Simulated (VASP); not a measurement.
# Al (Fm-3m) in VASP: notebook

Runs on Al. Level: PBE. Tasks: single point, relaxation of cell and atoms.

Everything below comes from runs of VASP 6.6.1. Logs are shortened: lines on timing, memory, paths and dates and some standing lists are left out, and cuts for length are marked.

### Step 1. The cell of the first run

It takes space group Fm-3m (No. 225, cubic). The conventional cell has a = 4.042 Å, b = 4.042 Å, c = 4.042 Å, α = 90.00°, β = 90.00°, γ = 90.00°. Al (site symmetry m-3m) has 12 Al at 2.86 Å within 3.8 Å.

### Step 2. Single point, PBE

The input, INCAR:

```
ALGO = Normal
EDIFF = 1E-7
ENCUT = 520
GGA = PE
ISIF = 2
ISMEAR = 0
LASPH = True
LCHARG = False
LREAL = False
LWAVE = False
NBANDS = 8
NELM = 100
PREC = Accurate
SIGMA = 0.4
```

The input, KPOINTS:

```
k-points
0
Gamma
  16 16 16
```

The input, POSCAR:

```
Al
1.0
    0.0000000000      2.0212379194      2.0212379194
    2.0212379194      0.0000000000      2.0212379194
    2.0212379194      2.0212379194      0.0000000000
Al
1
Direct
    0.0000000000      0.0000000000      0.0000000000
```

Potentials or basis: VASP PAW PBE potentials, release 64 (Al).

Launch:

```
$ cat potpaw_PBE.64/Al/POTCAR > POTCAR
$ mpirun -np 1 vasp_std > vasp.out
```

OUTCAR:

```text
EDIFF = 1E-7
   ENCUT = 520
   GGA = PE
   ISIF = 2
   ISMEAR = 0
   LASPH = True
   LREAL = False
   NELM = 100
   PREC = Accurate

 ion  position               nearest neighbor table
   1  0.000  0.000  0.000-

  LATTYP: Found a face centered cubic cell.
 ALAT       =     4.0424758388

  Lattice vectors:

 A1 = (   0.0000000000,   2.0212379194,   2.0212379194)
 A2 = (   2.0212379194,   0.0000000000,   2.0212379194)
 A3 = (   2.0212379194,   2.0212379194,   0.0000000000)

Analysis of symmetry for initial positions (statically):
=====================================================================
 Subroutine PRICEL returns:
 Original cell was already a primitive cell.

 Routine SETGRP: Setting up the symmetry group for a
 face centered cubic supercell.

 Subroutine GETGRP returns: Found 48 space group operations
 (whereof 48 operations were pure point group operations)
 out of a pool of 48 trial point group operations.

The static configuration has the point symmetry O_h .

Analysis of symmetry for dynamics (positions and initial velocities):
=====================================================================
 Subroutine PRICEL returns:
 Original cell was already a primitive cell.

 Routine SETGRP: Setting up the symmetry group for a
 face centered cubic supercell.

 Subroutine GETGRP returns: Found 48 space group operations
 (whereof 48 operations were pure point group operations)
 out of a pool of 48 trial point group operations.

The dynamic configuration has the point symmetry O_h .

 Subroutine INISYM returns: Found 48 space group operations
 (whereof 48 operations are pure point group operations),
 and found     1 'primitive' translations

----------------------------------------------------------------------------------------

                                     Primitive cell

  volume of cell :      16.5151

  direct lattice vectors                    reciprocal lattice vectors
     0.000000000  2.021237919  2.021237919    -0.247373154  0.247373154  0.247373154
     2.021237919  0.000000000  2.021237919     0.247373154 -0.247373154  0.247373154
     2.021237919  2.021237919  0.000000000     0.247373154  0.247373154 -0.247373154

  length of vectors
     2.858462078  2.858462078  2.858462078     0.428462872  0.428462872  0.428462872

  position of ions in fractional coordinates (direct lattice)
     0.000000000  0.000000000  0.000000000

  ion indices of the primitive-cell ions
   primitive index   ion index
                 1           1

----------------------------------------------------------------------------------------

 KPOINTS: k-points

Automatic generation of k-mesh.
 Grid dimensions read from file:
 generate k-points for:   16   16   16

 Generating k-lattice:

  Cartesian coordinates                     Fractional coordinates (reciprocal lattice)
    -0.015460822  0.015460822  0.015460822     0.062500000  0.000000000  0.000000000
     0.015460822 -0.015460822  0.015460822     0.000000000  0.062500000  0.000000000
     0.015460822  0.015460822 -0.015460822     0.000000000  0.000000000  0.062500000

  Length of vectors
     0.026778929  0.026778929  0.026778929

  Shift w.r.t. Gamma in fractional coordinates (k-lattice)
     0.000000000  0.000000000  0.000000000

 Subroutine IBZKPT returns following result:
 ===========================================

 Found    145 irreducible k-points:

 Following reciprocal coordinates:
            Coordinates               Weight
  0.000000  0.000000  0.000000      1.000000
  0.062500  0.000000  0.000000      8.000000
  0.125000  0.000000  0.000000      8.000000
  0.187500  0.000000  0.000000      8.000000
  0.250000  0.000000  0.000000      8.000000
  0.312500  0.000000  0.000000      8.000000
[... 16 lines left out ...]
 -0.125000  0.062500  0.000000     24.000000
 -0.062500  0.062500  0.000000     12.000000
 [... further k-points ...]
   k-points           NKPTS =    145   k-points in BZ     NKDIM =    145   number of bands    NBANDS=      8
   number of dos      NEDOS =    301   number of ions     NIONS =      1
   total plane-waves  NPLWV =  13824
   dimension x,y,z NGX =    24 NGY =   24 NGZ =   24
   dimension x,y,z NGXF=    48 NGYF=   48 NGZF=   48
   ions per type =               1
   NGX,Y,Z   is equivalent  to a cutoff of  13.96, 13.96, 13.96 a.u.
   NGXF,Y,Z  is equivalent  to a cutoff of  27.92, 27.92, 27.92 a.u.
 SYSTEM =  unknown system
   PREC   = accura    normal or accurate (medium, high low for compatibility)
   ISTART =      0    job   : 0-new  1-cont  2-samecut
   ICHARG =      2    charge: 1-file 2-atom 10-const
   ISPIN  =      1    spin polarized calculation?
   LNONCOLLINEAR =      F non collinear calculations
   LSORBIT =      F    spin-orbit coupling
   LASPH  =      T    aspherical Exc in radial PAW
   ENCUT  =  520.0 eV  38.22 Ry    6.18 a.u.   5.31  5.31  5.31*2*pi/ulx,y,z
   NELM   =    100;   NELMIN=  2; NELMDL= -5     # of ELM steps
   EDIFF  = 0.1E-06   stopping-criterion for ELM
   LREAL  =      F    real-space projection
   EDIFFG = 0.1E-05   stopping-criterion for IOM
   NSW    =      0    number of steps for IOM
   IBRION =     -1    ionic relax: 0-MD 1-quasi-New 2-CG
   NFREE  =      0    steps in history (QN), initial steepest desc. (CG)
   ISIF   =      2    stress and relaxation
   ISYM   =      2    0-nonsym 1-usesym 2-fastsym
   POTIM  = 0.5000    time-step for ionic-motion
   TEBEG  =    0.0;   TEEND  =   0.0 temperature during run
   PSTRESS=    0.0 pullay stress
   NELECT =       3.0000    total number of electrons
   NUPDOWN=      -1.0000    fix difference up-down
   EMIN   =  10.00;   EMAX   =-10.00  energy-range for DOS
   EFERMI =   0.00;   METHOD = LEGACY
   ISMEAR =     0;   SIGMA  =   0.40  broadening in eV -4-tet -1-fermi 0-gaus
   EFERMI_NEDOS =   21; number of points for ismear=-14 and -15
   IALGO  =     38    algorithm
   IMIX   =      4    mixing-type and parameters
     AMIX     =   0.40;   BMIX     =  1.00
     AMIX_MAG =   1.60;   BMIX_MAG =  1.00
  volume/ion in A,a.u.               =      16.52       111.45
  Fermi-wavevector in a.u.,A,eV,Ry     =   0.927160  1.752078 11.695906  0.859625
  Thomas-Fermi vector in A             =   2.053199
   LORBIT       =      0    0 simple, 1 ext, 2 COOP (PROOUT), +10 PAW based schemes
   GGA     = PE    functional components
   LHFCALC =     F    Hartree Fock is set to
   AEXX    =    0.0000 exact exchange contribution
   IVDW    =     0    specifies the selected vdW correction
   LEPSILON=     F    determine dielectric tensor
   LRPA    =     F    only Hartree local field effects (RPA)
 non-spin polarized calculation
 Gauss-broadening in eV      SIGMA  =   0.40
  energy-cutoff  :      520.00
  volume of cell :       16.52
 maximum number of plane-waves:       459
 NGX is ok and might be reduce to    24
   NGX = 11   NGY = 11   NGZ = 11

 number of electron       3.0000000 magnetization

 Free energy of the ion-electron system (eV)
  ---------------------------------------------------
  ext. energy  EPLUGINS =         0.00000000
  ---------------------------------------------------
  free energy    TOTEN  =        -3.76479956 eV

  energy without entropy =       -3.73594478  energy(sigma->0) =       -3.75037217

 E-fermi :   8.0114     XC(G=0): -10.1933

 val. band max:        7.9943814308   @ k =  -0.2500   0.3125   0.1250
 cond. band min:       8.1081599477   @ k =   0.4375   0.4375   0.0000
 fundamental gap:      0.1137785169
 Fermi energy:         8.0113667402

 k-point     1 :       0.0000    0.0000    0.0000
  band No.  band energies     occupation
      1      -3.1376      2.00000
      2      20.6045      0.00000
      3      20.6045      0.00000
      4      20.6045      0.00000
      5      22.0896      0.00000
      6      22.0896      0.00000
      7      22.0896      0.00000
      8      24.4493      0.00000

 k-point     2 :       0.0625    0.0000    0.0000
  band No.  band energies     occupation
      1      -3.0315      2.00000
      2      18.8171      0.00000
      3      20.2287      0.00000
      4      20.2287      0.00000
      5      22.6301      0.00000
      6      22.6301      0.00000
      7      22.7037      0.00000
      8      25.5478      0.00000

 k-point     3 :       0.1250    0.0000    0.0000
  band No.  band energies     occupation
      1      -2.7136      2.00000
      2      16.3015      0.00000
      3      19.6584      0.00000
      4      19.6584      0.00000
      5      22.6980      0.00000
      6      23.6334      0.00000
      7      23.6334      0.00000
      8      25.6468      0.00000

 k-point     4 :       0.1875    0.0000    0.0000
  band No.  band energies     occupation
      1      -2.1853      2.00000
      2      13.8076      0.00000
      3      19.1960      0.00000
      4      19.1960      0.00000
      5      22.5000      0.00000
      6      23.8176      0.00000
      7      23.8176      0.00000
      8      25.4827      0.00000

 k-point     5 :       0.2500    0.0000    0.0000
  band No.  band energies     occupation
      1      -1.4491      2.00000
      2      11.4279      0.00000
      3      18.8917      0.00000
      4      18.8917      0.00000
      5      22.3371      0.00000
      6      22.7391      0.00000
      7      22.7391      0.00000
      8      26.7413      0.00000
[... 177 lines left out ...]
 k-point    22 :      -0.1875    0.0625    0.0000
  band No.  band energies     occupation
      1      -1.8693      2.00000
      2      13.0635      0.00000
      3      17.1892      0.00000
      4      20.4110      0.00000
      5      22.3470      0.00000
      6      23.1112      0.00000
      7      23.9212      0.00000
      8      24.6833      0.00000

 k-point    23 :      -0.1250    0.0625    0.0000
  band No.  band energies     occupation
      1      -2.4668      2.00000
      2      15.4860      0.00000
      3      17.6542      0.00000
      4      20.7488      0.00000
      5      22.8577      0.00000
      6      23.2363      0.00000
      7      24.1825      0.00000
      8      24.6739      0.00000

 k-point    24 :      -0.0625    0.0625    0.0000
  band No.  band energies     occupation
      1      -2.8548      2.00000
      2      17.7457      0.00000
      3      18.4854      0.00000
      4      20.8798      0.00000
      5      22.2631      0.00000
      6      23.1227      0.00000
      7      23.7566      0.00000
      8      25.4438      0.00000

 [... further k-points ...]
[... 5 lines left out ...]
  --------------------------------------------------------------------------------------
  -------------------------------------------------------------------------------------
  Total       -0.0045041     -0.0045041     -0.0045041      0.0000000     -0.0000000      0.0000000
  in kB       -0.4369516     -0.4369516     -0.4369516      0.0000000     -0.0000000      0.0000000
  external PRESSURE =      -0.4369516 kB  Pullay stress =       0.0000000 kB

 VOLUME and BASIS-vectors are now :
 -----------------------------------------------------------------------------
  energy-cutoff  :      520.00
  volume of cell :       16.52
      direct lattice vectors                 reciprocal lattice vectors
     0.000000000  2.021237919  2.021237919    -0.247373154  0.247373154  0.247373154
     2.021237919  0.000000000  2.021237919     0.247373154 -0.247373154  0.247373154
     2.021237919  2.021237919  0.000000000     0.247373154  0.247373154 -0.247373154

 POSITION                                       TOTAL-FORCE (eV/Angst)
 -----------------------------------------------------------------------------------
      0.00000      0.00000      0.00000        -0.000000     -0.000000     -0.000000
 -----------------------------------------------------------------------------------
    total drift:                                0.000000     -0.000000     -0.000000

  FREE ENERGIE OF THE ION-ELECTRON SYSTEM (eV)
  ---------------------------------------------------
  free  energy   TOTEN  =        -3.7647995619 eV

  energy  without entropy=       -3.7359447767  energy(sigma->0) =       -3.75037217
```

Wall time 28 s (1 thread of Intel Xeon 8259CL, shared host); peak memory 0.14 GiB.

Results:

```
Free energy            : -3.7648 eV
Pressure               : 0.0 GPa
Band gap on the k mesh : zero (an odd number of electrons rules out a gap without spin polarisation)
```

Caveat: so wide a smearing shifts energies and pressures.

### Step 3. Relaxation of cell and atoms, PBE

This run uses another cell than the first one, of 16.61 Å³/atom.

The input, INCAR:

```
SYSTEM = Al
  ALGO = Fast
  EDIFF = 1E-7
  EDIFFG = -0.005
  ENCUT = 600
  GGA = PE
  IBRION = 2
  ISIF = 3
  ISMEAR = 0
  LASPH = .True.
  LCHARG = .False.
  LREAL = .False.
  LWAVE = .False.
  NELM = 80
  NSW = 60
  PREC = Accurate
  SIGMA = 0.4
```

The input, KPOINTS:

```
k-points
0
Gamma
  16 16 16
  0 0 0
```

The input, POSCAR:

```
Al
1.0
    0.0000000000      2.0250000000      2.0250000000
    2.0250000000      0.0000000000      2.0250000000
    2.0250000000      2.0250000000      0.0000000000
Al
1
Direct
    0.0000000000      0.0000000000      0.0000000000
```

Potentials or basis: VASP PAW PBE potentials, release 64 (Al).

Launch:

```
$ cat potpaw_PBE.64/Al/POTCAR > POTCAR
$ mpirun -np 1 vasp_std > vasp.out
```

Wall time 30 s (1 thread of Intel Xeon 8259CL, shared host); peak memory 0.14 GiB.

Results (log left out):

* Free energy: -3.7649 eV
* Relaxed volume: 16.51 Å³/atom
* Relaxed cell: a = 2.858 Å, b = 2.858 Å, c = 2.858 Å, α = 60.00°, β = 60.00°, γ = 60.00°
* Space group after relaxing (to 0.1 Å): Fm-3m (No. 225)
* Energy gained by relaxing: 0.2 meV/atom
* Ionic steps: 3
* Pressure after relaxing: 0.0 GPa
* Band gap on the k mesh: zero (an odd number of electrons rules out a gap without spin polarisation)

Step by step:
| step | energy change (eV) | largest force (eV/Å) | pressure (GPa) | volume (Å³) |
| --- | --- | --- | --- | --- |
| 1 | 0.0000 | 0.0000 | -0.47 | 16.61 |
| 2 | -0.0001 | 0.0000 | 0.07 | 16.49 |
| 3 | -0.0002 | 0.0000 | 0.00 | 16.51 |

Final structure:
```
CELL_PARAMETERS angstrom
0.00000 2.02086 2.02086
2.02086 0.00000 2.02086
2.02086 2.02086 0.00000
ATOMIC_POSITIONS crystal
Al 0.00000 0.00000 0.00000
```

Levels at points of the mesh, in eV from the Fermi level:
```csv
k point,band 1,band 2,band 3,band 4,band 5
"(0.00, 0.00, 0.00)",-11.15,12.60,12.60,12.60,14.09
"(0.50, 0.00, 0.00)",-4.61,-4.40,11.38,11.39,11.44
"(0.50, 0.50, 0.00)",-2.94,-1.62,5.24,5.57,5.57
```

Caveat: so wide a smearing shifts energies and pressures.
